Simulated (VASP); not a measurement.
# AlAs (F-43m) in VASP: single point with PBE

Aim: the single point of AlAs with PBE.

Everything below comes from runs of VASP 6.6.1. Logs are shortened: lines on timing, memory, paths and dates and some standing lists are left out, and cuts for length are marked.

### Step 1. The cell of the first run

It takes space group F-43m (No. 216, cubic). The conventional cell has a = 5.840 Å, b = 5.840 Å, c = 5.840 Å, α = 90.00°, β = 90.00°, γ = 90.00°. Al (site symmetry -43m) has 4 As at 2.53 Å within 3.3 Å. As (site symmetry -43m) has 4 Al at 2.53 Å within 3.3 Å.

### Step 2. Single point, PBE (24.90 Å³/atom)

INCAR reads:

```
SYSTEM = AlAs
  PREC = Accurate
  ENCUT = 500
  EDIFF = 1E-6
  ISMEAR = 0
  SIGMA = 0.02
  LREAL = .FALSE.
  LASPH = .TRUE.
  NELM = 120
  ALGO = Normal
  ISIF = 2
  LWAVE = .FALSE.
  LCHARG = .FALSE.
  GGA = PE
  NBANDS = 11
  GGA_COMPAT = .FALSE.
```

KPOINTS reads:

```
regular mesh
0
G
  8 8 8
  0 0 0
```

POSCAR reads:

```
AlAs
1.0
    0.0000000000      2.9199739409      2.9199739409
    2.9199739409      0.0000000000      2.9199739409
    2.9199739409      2.9199739409      0.0000000000
Al As
1 1
Direct
    0.0000000000      0.0000000000      0.0000000000
    0.2500000000      0.2500000000      0.2500000000
```

Potentials or basis: VASP PAW PBE potentials, release 64 (Al, As).

The run is started by

```console
cat potpaw_PBE.64/Al/POTCAR potpaw_PBE.64/As/POTCAR > POTCAR
mpirun -np 1 vasp_std > vasp.out
```

OUTCAR:

```text
SYSTEM = AlAs
   PREC = Accurate
   ENCUT = 500
   EDIFF = 1E-6
   ISMEAR = 0
   LREAL = .FALSE.
   LASPH = .TRUE.
   NELM = 120
   ISIF = 2
   GGA = PE

 ion  position               nearest neighbor table
   1  0.000  0.000  0.000-   2 2.53   2 2.53   2 2.53   2 2.53
   2  0.250  0.250  0.250-   1 2.53   1 2.53   1 2.53   1 2.53

  LATTYP: Found a face centered cubic cell.
 ALAT       =     5.8399478818

  Lattice vectors:

 A1 = (   0.0000000000,   2.9199739409,   2.9199739409)
 A2 = (   2.9199739409,   0.0000000000,   2.9199739409)
 A3 = (   2.9199739409,   2.9199739409,   0.0000000000)

Analysis of symmetry for initial positions (statically):
=====================================================================
 Subroutine PRICEL returns:
 Original cell was already a primitive cell.

 Routine SETGRP: Setting up the symmetry group for a
 face centered cubic supercell.

 Subroutine GETGRP returns: Found 24 space group operations
 (whereof 24 operations were pure point group operations)
 out of a pool of 48 trial point group operations.

The static configuration has the point symmetry T_d .

Analysis of symmetry for dynamics (positions and initial velocities):
=====================================================================
 Subroutine PRICEL returns:
 Original cell was already a primitive cell.

 Routine SETGRP: Setting up the symmetry group for a
 face centered cubic supercell.

 Subroutine GETGRP returns: Found 24 space group operations
 (whereof 24 operations were pure point group operations)
 out of a pool of 48 trial point group operations.

The dynamic configuration has the point symmetry T_d .

 Subroutine INISYM returns: Found 24 space group operations
 (whereof 24 operations are pure point group operations),
 and found     1 'primitive' translations

----------------------------------------------------------------------------------------

                                     Primitive cell

  volume of cell :      49.7928

  direct lattice vectors                    reciprocal lattice vectors
     0.000000000  2.919973941  2.919973941    -0.171234405  0.171234405  0.171234405
     2.919973941  0.000000000  2.919973941     0.171234405 -0.171234405  0.171234405
     2.919973941  2.919973941  0.000000000     0.171234405  0.171234405 -0.171234405

  length of vectors
     4.129466749  4.129466749  4.129466749     0.296586689  0.296586689  0.296586689

  position of ions in fractional coordinates (direct lattice)
     0.000000000  0.000000000  0.000000000
     0.250000000  0.250000000  0.250000000

  ion indices of the primitive-cell ions
   primitive index   ion index
                 1           1
                 2           2

----------------------------------------------------------------------------------------

 KPOINTS: regular mesh

Automatic generation of k-mesh.
 Grid dimensions read from file:
 generate k-points for:    8    8    8

 Generating k-lattice:

  Cartesian coordinates                     Fractional coordinates (reciprocal lattice)
    -0.021404301  0.021404301  0.021404301     0.125000000  0.000000000  0.000000000
     0.021404301 -0.021404301  0.021404301     0.000000000  0.125000000  0.000000000
     0.021404301  0.021404301 -0.021404301     0.000000000  0.000000000  0.125000000

  Length of vectors
     0.037073336  0.037073336  0.037073336

  Shift w.r.t. Gamma in fractional coordinates (k-lattice)
     0.000000000  0.000000000  0.000000000

 Subroutine IBZKPT returns following result:
 ===========================================

 Found     29 irreducible k-points:

 Following reciprocal coordinates:
            Coordinates               Weight
  0.000000  0.000000  0.000000      1.000000
  0.125000  0.000000  0.000000      8.000000
  0.250000  0.000000  0.000000      8.000000
  0.375000  0.000000  0.000000      8.000000
  0.500000  0.000000  0.000000      4.000000
  0.125000  0.125000  0.000000      6.000000
[... 16 lines left out ...]
  0.500000  0.250000  0.125000     48.000000
 -0.375000  0.250000  0.125000     24.000000
 [... further k-points ...]
   k-points           NKPTS =     29   k-points in BZ     NKDIM =     29   number of bands    NBANDS=     11
   number of dos      NEDOS =    301   number of ions     NIONS =      2
   total plane-waves  NPLWV =  27000
   dimension x,y,z NGX =    30 NGY =   30 NGZ =   30
   dimension x,y,z NGXF=    60 NGYF=   60 NGZF=   60
   ions per type =               1   1
   NGX,Y,Z   is equivalent  to a cutoff of  12.08, 12.08, 12.08 a.u.
   NGXF,Y,Z  is equivalent  to a cutoff of  24.16, 24.16, 24.16 a.u.
 SYSTEM =  AlAs
   PREC   = accura    normal or accurate (medium, high low for compatibility)
   ISTART =      0    job   : 0-new  1-cont  2-samecut
   ICHARG =      2    charge: 1-file 2-atom 10-const
   ISPIN  =      1    spin polarized calculation?
   LNONCOLLINEAR =      F non collinear calculations
   LSORBIT =      F    spin-orbit coupling
   LASPH  =      T    aspherical Exc in radial PAW
   ENCUT  =  500.0 eV  36.75 Ry    6.06 a.u.   7.53  7.53  7.53*2*pi/ulx,y,z
   NELM   =    120;   NELMIN=  2; NELMDL= -5     # of ELM steps
   EDIFF  = 0.1E-05   stopping-criterion for ELM
   LREAL  =      F    real-space projection
   EDIFFG = 0.1E-04   stopping-criterion for IOM
   NSW    =      0    number of steps for IOM
   IBRION =     -1    ionic relax: 0-MD 1-quasi-New 2-CG
   NFREE  =      0    steps in history (QN), initial steepest desc. (CG)
   ISIF   =      2    stress and relaxation
   ISYM   =      2    0-nonsym 1-usesym 2-fastsym
   POTIM  = 0.5000    time-step for ionic-motion
   TEBEG  =    0.0;   TEEND  =   0.0 temperature during run
   PSTRESS=    0.0 pullay stress
   NELECT =       8.0000    total number of electrons
   NUPDOWN=      -1.0000    fix difference up-down
   EMIN   =  10.00;   EMAX   =-10.00  energy-range for DOS
   EFERMI =   0.00;   METHOD = LEGACY
   ISMEAR =     0;   SIGMA  =   0.02  broadening in eV -4-tet -1-fermi 0-gaus
   EFERMI_NEDOS =   21; number of points for ismear=-14 and -15
   IALGO  =     38    algorithm
   IMIX   =      4    mixing-type and parameters
     AMIX     =   0.40;   BMIX     =  1.00
     AMIX_MAG =   1.60;   BMIX_MAG =  1.00
  volume/ion in A,a.u.               =      24.90       168.01
  Fermi-wavevector in a.u.,A,eV,Ry     =   0.889985  1.681827 10.776803  0.792073
  Thomas-Fermi vector in A             =   2.011616
   LORBIT       =      0    0 simple, 1 ext, 2 COOP (PROOUT), +10 PAW based schemes
   GGA     = PE    functional components
   LHFCALC =     F    Hartree Fock is set to
   AEXX    =    0.0000 exact exchange contribution
   IVDW    =     0    specifies the selected vdW correction
   LEPSILON=     F    determine dielectric tensor
   LRPA    =     F    only Hartree local field effects (RPA)
 non-spin polarized calculation
 Gauss-broadening in eV      SIGMA  =   0.02
  energy-cutoff  :      500.00
  volume of cell :       49.79
 maximum number of plane-waves:      1283
   NGX = 15   NGY = 15   NGZ = 15

 number of electron       8.0000001 magnetization

 Free energy of the ion-electron system (eV)
  ---------------------------------------------------
  ext. energy  EPLUGINS =         0.00000000
  ---------------------------------------------------
  free energy    TOTEN  =        -9.35885172 eV

  energy without entropy =       -9.35885172  energy(sigma->0) =       -9.35885172

 E-fermi :   3.2548     XC(G=0):  -8.6822

 val. band max:        3.1294116569   @ k =   0.0000   0.0000   0.0000
 cond. band min:       4.4690103026   @ k =   0.0000   0.0000   0.0000
 fundamental gap:      1.3395986457
 Fermi energy:         3.2548486820

 k-point     1 :       0.0000    0.0000    0.0000
  band No.  band energies     occupation
      1      -8.2402      2.00000
      2       3.1294      2.00000
      3       3.1294      2.00000
      4       3.1294      2.00000
      5       4.4690      0.00000
      6       7.2582      0.00000
      7       7.2582      0.00000
      8       7.2582      0.00000
      9      11.5160      0.00000
     10      11.9582      0.00000
     11      11.9582      0.00000

 k-point     2 :       0.1250    0.0000    0.0000
  band No.  band energies     occupation
      1      -8.1054      2.00000
      2       1.6976      2.00000
      3       2.9829      2.00000
      4       2.9829      2.00000
      5       5.3584      0.00000
      6       7.5165      0.00000
      7       7.5165      0.00000
      8       7.5456      0.00000
      9      11.4083      0.00000
     10      11.4083      0.00000
     11      12.2277      0.00000

 k-point     3 :       0.2500    0.0000    0.0000
  band No.  band energies     occupation
      1      -7.7352      2.00000
      2      -0.1035      2.00000
      3       2.6907      2.00000
      4       2.6907      2.00000
      5       5.3514      0.00000
      6       7.8641      0.00000
      7       7.8641      0.00000
      8       9.0505      0.00000
      9      11.2880      0.00000
     10      11.2880      0.00000
     11      12.2466      0.00000

 k-point     4 :       0.3750    0.0000    0.0000
  band No.  band energies     occupation
      1      -7.2679      2.00000
      2      -1.4931      2.00000
      3       2.4551      2.00000
      4       2.4551      2.00000
      5       5.0526      0.00000
      6       7.8203      0.00000
      7       7.8203      0.00000
      8      10.4970      0.00000
      9      12.3135      0.00000
     10      12.4415      0.00000
     11      12.4415      0.00000
[... 239 lines left out ...]
 k-point    22 :       0.3750    0.2500    0.1250
  band No.  band energies     occupation
      1      -7.4280      2.00000
      2      -0.5020      2.00000
      3       1.3685      2.00000
      4       2.2386      2.00000
      5       6.6108      0.00000
      6       6.9391      0.00000
      7       8.3530      0.00000
      8       9.3104      0.00000
      9      10.9450      0.00000
     10      13.1470      0.00000
     11      14.5047      0.00000

 k-point    23 :       0.5000    0.2500    0.1250
  band No.  band energies     occupation
      1      -7.0118      2.00000
      2      -1.3969      2.00000
      3       0.8205      2.00000
      4       1.9009      2.00000
      5       6.5892      0.00000
      6       7.3983      0.00000
      7       8.6609      0.00000
      8       9.6889      0.00000
      9      12.0153      0.00000
     10      13.2106      0.00000
     11      14.8165      0.00000

 k-point    24 :      -0.3750    0.2500    0.1250
  band No.  band energies     occupation
      1      -6.8032      2.00000
      2      -1.8069      2.00000
      3       0.6701      2.00000
      4       1.7397      2.00000
      5       6.5407      0.00000
      6       7.2948      0.00000
      7       9.4368      0.00000
      8      10.3952      0.00000
      9      11.1320      0.00000
     10      13.7416      0.00000
     11      14.8754      0.00000

 [... further k-points ...]

------------------------ aborting loop because EDIFF is reached ----------------------------------------

  FORCE on cell =-STRESS in cart. coord.  units (eV):
  Direction    XX          YY          ZZ          XY          YZ          ZX
  --------------------------------------------------------------------------------------
  -------------------------------------------------------------------------------------
  Total       -1.0299689     -1.0299689     -1.0299689      0.0000000      0.0000000      0.0000000
  in kB      -33.1411644    -33.1411644    -33.1411644      0.0000000      0.0000000      0.0000000
  external PRESSURE =     -33.1411644 kB  Pullay stress =       0.0000000 kB

 VOLUME and BASIS-vectors are now :
 -----------------------------------------------------------------------------
  energy-cutoff  :      500.00
  volume of cell :       49.79
      direct lattice vectors                 reciprocal lattice vectors
     0.000000000  2.919973941  2.919973941    -0.171234405  0.171234405  0.171234405
     2.919973941  0.000000000  2.919973941     0.171234405 -0.171234405  0.171234405
     2.919973941  2.919973941  0.000000000     0.171234405  0.171234405 -0.171234405

 POSITION                                       TOTAL-FORCE (eV/Angst)
 -----------------------------------------------------------------------------------
      0.00000      0.00000      0.00000        -0.000000     -0.000000     -0.000000
      1.45999      1.45999      1.45999         0.000000      0.000000      0.000000
 -----------------------------------------------------------------------------------
    total drift:                                0.000000      0.000000      0.000000

  FREE ENERGIE OF THE ION-ELECTRON SYSTEM (eV)
  ---------------------------------------------------
  free  energy   TOTEN  =        -9.3588517205 eV

  energy  without entropy=       -9.3588517205  energy(sigma->0) =       -9.35885172
```

It took 20 s on 1 thread of Intel Xeon 8259CL, shared host; peak memory 0.17 GiB.

What came out:

```yaml
Free_energy: -9.3589 eV
Pressure: -3.3 GPa
Band_gap_on_the_k_mesh: 1.34 eV
```

Levels at points of the mesh, in eV from the valence-band top:
| k point | band 1 | band 2 | band 3 | band 4 | band 5 | band 6 | band 7 | band 8 | band 9 |
| --- | --- | --- | --- | --- | --- | --- | --- | --- | --- |
| (0.00, 0.00, 0.00) | -11.37 | 0.00 | 0.00 | 0.00 | 1.34 | 4.13 | 4.13 | 4.13 | 8.39 |
| (0.50, 0.00, 0.00) | -10.16 | -5.18 | -0.76 | -0.76 | 1.80 | 4.60 | 4.60 | 7.56 | 10.45 |
| (0.50, 0.50, 0.00) | -9.69 | -5.12 | -1.97 | -1.97 | 1.58 | 2.27 | 9.61 | 9.61 | 10.80 |

Caveat: the cell stands under tension.
